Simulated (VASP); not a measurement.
# CuO (Cccm) in VASP: further runs

CuO is run at these levels: PBE, BLYP+D3(BJ); tasks: single point.

Everything below comes from runs of VASP 6.6.1. Logs are shortened: lines on timing, memory, paths and dates and some standing lists are left out, and cuts for length are marked.

## (1) The cell of the first run

Symmetry: Cccm, No. 66, orthorhombic system. The conventional cell has a = 4.136 Å, b = 4.152 Å, c = 5.143 Å, α = 90.00°, β = 90.00°, γ = 90.00°. Within 2.6 Å of Cu (site symmetry 2/m) lie 4 O at 1.95 Å. Within 2.6 Å of O (site symmetry 222) lie 4 Cu at 1.95 Å and 2 O at 2.57 Å.

## (2) Single point, PBE

File INCAR:

```
SYSTEM = CuO
PREC     = Accurate       ! precision mode
ENCUT    = 1340           ! plane-wave cutoff, eV
EDIFF    = 1E-6           ! SCF threshold, eV
ISMEAR   = -1             ! smearing method
SIGMA    = 0.05           ! smearing width, eV
LREAL    = .False.        ! projectors in reciprocal space
LASPH    = .True.         ! aspherical terms in the spheres
NELM     = 120            ! most SCF steps
ALGO     = Normal         ! electronic algorithm
ISIF     = 2              ! what is computed and relaxed
LWAVE    = .False.        ! write WAVECAR
LCHARG   = .True.         ! write CHGCAR
GGA      = PE             ! functional
LELF     = .True.         ! ELF
LVHAR    = .True.       
NBANDS   = 33             ! bands
GGA_COMPAT= .False.
```

File KPOINTS:

```
regular mesh
0
Gamma
  9 9 5
  0 0 0
```

File POSCAR:

```
CuO
1.0
    2.0682298165     -2.0761344925      0.0000000000
    2.0682298165      2.0761344925      0.0000000000
    0.0000000000      0.0000000000      5.1431407094
Cu O
2 2
Direct
    0.5000000000      0.0000000000      0.0000000000
    0.0000000000      0.5000000000      0.5000000000
    0.5000000000      0.5000000000      0.2500000000
    0.5000000000      0.5000000000      0.7500000000
```

Potentials or basis: VASP PAW PBE potentials, release 64 (Cu_sv_GW, O_h).

Command:

```console
$ cat potpaw_PBE.64/Cu_sv_GW/POTCAR potpaw_PBE.64/O_h/POTCAR > POTCAR
$ mpirun -np 1 vasp_std > vasp.out
```

OUTCAR:

```text
SYSTEM = CuO
   PREC = Accurate
   ENCUT = 1340
   EDIFF = 1E-6
   ISMEAR = -1
   LREAL = .False.
   LASPH = .True.
   NELM = 120
   ISIF = 2
   GGA = PE

 ion  position               nearest neighbor table
   1  0.500  0.000  0.000-   3 1.95   4 1.95   3 1.95   4 1.95
   2  0.000  0.500  0.500-   3 1.95   4 1.95   3 1.95   4 1.95
   3  0.500  0.500  0.250-   1 1.95   2 1.95   1 1.95   2 1.95
   4  0.500  0.500  0.750-   1 1.95   2 1.95   1 1.95   2 1.95

  LATTYP: Found a base centered orthorhombic cell.
 ALAT       =     4.1364596330
 B/A-ratio  =     1.0038219524
 C/A-ratio  =     1.2433677990

  Lattice vectors:

 A1 = (   2.0682298165,  -2.0761344925,   0.0000000000)
 A2 = (   2.0682298165,   2.0761344925,   0.0000000000)
 A3 = (   0.0000000000,   0.0000000000,   5.1431407094)

Analysis of symmetry for initial positions (statically):
=====================================================================
 Subroutine PRICEL returns:
 Original cell was already a primitive cell.

 Routine SETGRP: Setting up the symmetry group for a
 base centered orthorhombic supercell.

 Subroutine GETGRP returns: Found  8 space group operations
 (whereof  4 operations were pure point group operations)
 out of a pool of  8 trial point group operations.

The static configuration has the point symmetry C_2h.
 The point group associated with its full space group is D_2h.

Analysis of symmetry for dynamics (positions and initial velocities):
=====================================================================
 Subroutine PRICEL returns:
 Original cell was already a primitive cell.

 Routine SETGRP: Setting up the symmetry group for a
 base centered orthorhombic supercell.

 Subroutine GETGRP returns: Found  8 space group operations
 (whereof  4 operations were pure point group operations)
 out of a pool of  8 trial point group operations.

The dynamic configuration has the point symmetry C_2h.
 The point group associated with its full space group is D_2h.

 Subroutine INISYM returns: Found  8 space group operations
 (whereof  4 operations are pure point group operations),
 and found     1 'primitive' translations

----------------------------------------------------------------------------------------

                                     Primitive cell

  volume of cell :      44.1685

  direct lattice vectors                    reciprocal lattice vectors
     2.068229817 -2.076134493  0.000000000     0.241752631 -0.240832182  0.000000000
     2.068229817  2.076134493  0.000000000     0.241752631  0.240832182  0.000000000
     0.000000000  0.000000000  5.143140709     0.000000000  0.000000000  0.194433724

  length of vectors
     2.930513437  2.930513437  5.143140709     0.341239615  0.341239615  0.194433724

  position of ions in fractional coordinates (direct lattice)
     0.500000000  0.000000000  0.000000000
     0.000000000  0.500000000  0.500000000
     0.500000000  0.500000000  0.250000000
     0.500000000  0.500000000  0.750000000

  ion indices of the primitive-cell ions
   primitive index   ion index
                 1           1
                 2           2
                 3           3
                 4           4

----------------------------------------------------------------------------------------

 KPOINTS: regular mesh

Automatic generation of k-mesh.
 Grid dimensions read from file:
 generate k-points for:    9    9    5

 Generating k-lattice:

  Cartesian coordinates                     Fractional coordinates (reciprocal lattice)
     0.026861403 -0.026759131  0.000000000     0.111111111  0.000000000  0.000000000
     0.026861403  0.026759131  0.000000000     0.000000000  0.111111111  0.000000000
     0.000000000  0.000000000  0.038886745     0.000000000  0.000000000  0.200000000

  Length of vectors
     0.037915513  0.037915513  0.038886745

  Shift w.r.t. Gamma in fractional coordinates (k-lattice)
     0.000000000  0.000000000  0.000000000

 Subroutine IBZKPT returns following result:
 ===========================================

 Found     75 irreducible k-points:

 Following reciprocal coordinates:
            Coordinates               Weight
  0.000000  0.000000  0.000000      1.000000
  0.111111  0.000000  0.000000      4.000000
  0.222222  0.000000  0.000000      4.000000
  0.333333  0.000000  0.000000      4.000000
  0.444444  0.000000  0.000000      4.000000
  0.111111  0.111111  0.000000      2.000000
[... 16 lines left out ...]
 -0.333333  0.333333  0.000000      2.000000
  0.444444  0.444444  0.000000      2.000000
 [... further k-points ...]
   k-points           NKPTS =     75   k-points in BZ     NKDIM =     75   number of bands    NBANDS=     33
   number of dos      NEDOS =    301   number of ions     NIONS =      4
   total plane-waves  NPLWV =  82944
   dimension x,y,z NGX =    36 NGY =   36 NGZ =   64
   dimension x,y,z NGXF=    72 NGYF=   72 NGZF=  128
   ions per type =               2   2
   NGX,Y,Z   is equivalent  to a cutoff of  20.42, 20.42, 20.69 a.u.
   NGXF,Y,Z  is equivalent  to a cutoff of  40.85, 40.85, 41.37 a.u.
 SYSTEM =  CuO
   PREC   = accura    normal or accurate (medium, high low for compatibility)
   ISTART =      0    job   : 0-new  1-cont  2-samecut
   ICHARG =      2    charge: 1-file 2-atom 10-const
   ISPIN  =      1    spin polarized calculation?
   LNONCOLLINEAR =      F non collinear calculations
   LSORBIT =      F    spin-orbit coupling
   LASPH  =      T    aspherical Exc in radial PAW
   ENCUT  = 1340.0 eV  98.49 Ry    9.92 a.u.   8.75  8.75 15.35*2*pi/ulx,y,z
   NELM   =    120;   NELMIN=  2; NELMDL= -5     # of ELM steps
   EDIFF  = 0.1E-05   stopping-criterion for ELM
   LREAL  =      F    real-space projection
   EDIFFG = 0.1E-04   stopping-criterion for IOM
   NSW    =      0    number of steps for IOM
   IBRION =     -1    ionic relax: 0-MD 1-quasi-New 2-CG
   NFREE  =      0    steps in history (QN), initial steepest desc. (CG)
   ISIF   =      2    stress and relaxation
   ISYM   =      2    0-nonsym 1-usesym 2-fastsym
   POTIM  = 0.5000    time-step for ionic-motion
   TEBEG  =    0.0;   TEEND  =   0.0 temperature during run
   PSTRESS=    0.0 pullay stress
   NELECT =      50.0000    total number of electrons
   NUPDOWN=      -1.0000    fix difference up-down
   EMIN   =  10.00;   EMAX   =-10.00  energy-range for DOS
   EFERMI =   0.00;   METHOD = LEGACY
   ISMEAR =    -1;   SIGMA  =   0.05  broadening in eV -4-tet -1-fermi 0-gaus
   EFERMI_NEDOS =   21; number of points for ismear=-14 and -15
   IALGO  =     38    algorithm
   IMIX   =      4    mixing-type and parameters
     AMIX     =   0.40;   BMIX     =  1.00
     AMIX_MAG =   1.60;   BMIX_MAG =  1.00
  volume/ion in A,a.u.               =      11.04        74.52
  Fermi-wavevector in a.u.,A,eV,Ry     =   1.706190  3.224231 39.607685  2.911083
  Thomas-Fermi vector in A             =   2.785271
   LORBIT       =      0    0 simple, 1 ext, 2 COOP (PROOUT), +10 PAW based schemes
   GGA     = PE    functional components
   LHFCALC =     F    Hartree Fock is set to
   AEXX    =    0.0000 exact exchange contribution
   IVDW    =     0    specifies the selected vdW correction
   LEPSILON=     F    determine dielectric tensor
   LRPA    =     F    only Hartree local field effects (RPA)
 non-spin polarized calculation
  energy-cutoff  :     1340.00
  volume of cell :       44.17
 maximum number of plane-waves:      4944
   NGX = 17   NGY = 17   NGZ = 31

 number of electron      49.9999994 magnetization

 Free energy of the ion-electron system (eV)
  ---------------------------------------------------
  ext. energy  EPLUGINS =         0.00000000
  ---------------------------------------------------
  free energy    TOTEN  =       -19.91582857 eV

  energy without entropy =      -19.89662571  energy(sigma->0) =      -19.90622714

 E-fermi :   5.3026     XC(G=0): -11.6828

 val. band max:        5.2545087174   @ k =   0.1111   0.1111   0.4000
 cond. band min:       5.3329406477   @ k =   0.4444   0.0000   0.2000
 fundamental gap:      0.0784319303
 Fermi energy:         5.3025757645

 k-point     1 :       0.0000    0.0000    0.0000
  band No.  band energies     occupation
      1    -107.4325      2.00000
      2    -107.4322      2.00000
      3     -64.9214      2.00000
      4     -64.9214      2.00000
      5     -64.8881      2.00000
      6     -64.8825      2.00000
[... 25 lines left out ...]
     32      19.7750      0.00000
     33      20.9148      0.00000

 k-point     2 :       0.1111    0.0000    0.0000
  band No.  band energies     occupation
      1    -107.4324      2.00000
      2    -107.4322      2.00000
      3     -64.9228      2.00000
      4     -64.9213      2.00000
      5     -64.8878      2.00000
      6     -64.8825      2.00000
[... 25 lines left out ...]
     32      19.9980      0.00000
     33      20.4557      0.00000

 k-point     3 :       0.2222    0.0000    0.0000
  band No.  band energies     occupation
      1    -107.4322      2.00000
      2    -107.4320      2.00000
      3     -64.9263      2.00000
      4     -64.9211      2.00000
      5     -64.8871      2.00000
      6     -64.8827      2.00000
[... 25 lines left out ...]
     32      20.0022      0.00000
     33      20.4644      0.00000

 k-point     4 :       0.3333    0.0000    0.0000
  band No.  band energies     occupation
      1    -107.4320      2.00000
      2    -107.4319      2.00000
      3     -64.9304      2.00000
      4     -64.9209      2.00000
      5     -64.8860      2.00000
      6     -64.8831      2.00000
[... 673 lines left out ...]
     32      16.9105      0.00000
     33      18.1120      0.00000

 k-point    23 :      -0.3333    0.3333    0.0000
  band No.  band energies     occupation
      1    -107.4315      2.00000
      2    -107.4315      2.00000
      3     -64.9308      2.00000
      4     -64.9288      2.00000
      5     -64.8845      2.00000
      6     -64.8830      2.00000
[... 25 lines left out ...]
     32      16.8453      0.00000
     33      19.2714      0.00000

 k-point    24 :       0.4444    0.4444    0.0000
  band No.  band energies     occupation
      1    -107.4313      2.00000
      2    -107.4312      2.00000
      3     -64.9336      2.00000
      4     -64.9309      2.00000
      5     -64.8834      2.00000
      6     -64.8833      2.00000
[... 25 lines left out ...]
     32      16.4180      0.00000
     33      17.1741      0.00000

 [... further k-points ...]

------------------------ aborting loop because EDIFF is reached ----------------------------------------

  FORCE on cell =-STRESS in cart. coord.  units (eV):
  Direction    XX          YY          ZZ          XY          YZ          ZX
  --------------------------------------------------------------------------------------
  -------------------------------------------------------------------------------------
  Total        0.5185285      0.5047869      0.5262755      0.0000000      0.0000000      0.0000000
  in kB       18.8092088     18.3107434     19.0902264      0.0000000      0.0000000      0.0000000
  external PRESSURE =      18.7367262 kB  Pullay stress =       0.0000000 kB

 VOLUME and BASIS-vectors are now :
 -----------------------------------------------------------------------------
  energy-cutoff  :     1340.00
  volume of cell :       44.17
      direct lattice vectors                 reciprocal lattice vectors
     2.068229817 -2.076134493  0.000000000     0.241752631 -0.240832182  0.000000000
     2.068229817  2.076134493  0.000000000     0.241752631  0.240832182  0.000000000
     0.000000000  0.000000000  5.143140709     0.000000000  0.000000000  0.194433724

 POSITION                                       TOTAL-FORCE (eV/Angst)
 -----------------------------------------------------------------------------------
      1.03411     -1.03807      0.00000         0.000000     -0.000000     -0.000000
      1.03411      1.03807      2.57157        -0.000000     -0.000000     -0.000000
      2.06823      0.00000      1.28579        -0.000000      0.000000      0.000000
      2.06823      0.00000      3.85736        -0.000000     -0.000000      0.000000
 -----------------------------------------------------------------------------------
    total drift:                                0.000000      0.000000     -0.000000

  FREE ENERGIE OF THE ION-ELECTRON SYSTEM (eV)
  ---------------------------------------------------
  free  energy   TOTEN  =       -19.9158285698 eV

  energy  without entropy=      -19.8966257081  energy(sigma->0) =      -19.90622714
```

It took 6 min on 1 thread of AMD EPYC 7R13 (Zen 3), shared host; peak memory 0.55 GiB.

Results:

```yaml
Free_energy: -19.9158 eV
Pressure: 1.9 GPa
Band_gap_on_the_k_mesh: zero (bands 25 and 26 overlap by 0.93 eV)
```

Caveat: semilocal functionals often make such compounds metallic where correlation or magnetic order opens a gap, which also shifts bond lengths. With open d or f shells a metallic result of PBE can be an artefact of self-interaction; +U or a hybrid may open a gap.

(Part 1 of 2 ends here.)

The gap in the log of VASP goes by the Fermi energy; the results here count the filled bands.